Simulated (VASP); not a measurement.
Here is a VASP 6.6.1 calculation.

File INCAR:

```
PREC = Accurate
ENCUT = 600
EDIFF = 1E-8
ISMEAR = -1
SIGMA = 0.1
LREAL = F
LASPH = T
NELM = 120
ALGO = Normal
ISIF = 3
LWAVE = F
LCHARG = F
GGA = CA
NBANDS = 11
IBRION = 6
NFREE = 2
POTIM = 0.015
NSW = 1
GGA_COMPAT = F
```

The input KPOINTS:

```
regular mesh
0
Gamma
  12 12 12
```

The input POSCAR:

```
Mg2Si
1.0
    0.0000000000      3.0972902325      3.0972902325
    3.0972902325      0.0000000000      3.0972902325
    3.0972902325      3.0972902325      0.0000000000
Mg Si
2 1
Direct
    0.2500000000      0.2500000000      0.2500000000
    0.7500000000      0.7500000000      0.7500000000
    0.0000000000      0.0000000000      0.0000000000
```

Potentials or basis: VASP PAW LDA potentials, release 64 (Mg, Si).

Command:

```bash
$ cat potpaw_LDA.64/Mg/POTCAR potpaw_LDA.64/Si/POTCAR > POTCAR
$ mpirun -np 1 vasp_std > vasp.out
```

Task: What does it give for the elastic constants C11, C12, C44?

Result: 131, 32, 50 GPa.

Task: Predict the Voigt bulk modulus.

Result: 65 GPa.

Task: Predict the highest phonon frequency at Γ.

Result: 305 cm⁻¹.

Phonon frequencies in cm⁻¹ (negative: imaginary):
```tsv
q point	frequencies
(0.000, 0.000, 0.000)	0 0 0 273 273 273 305 305 305
```

Caveat: the cell is under stress, which shifts elastic constants.
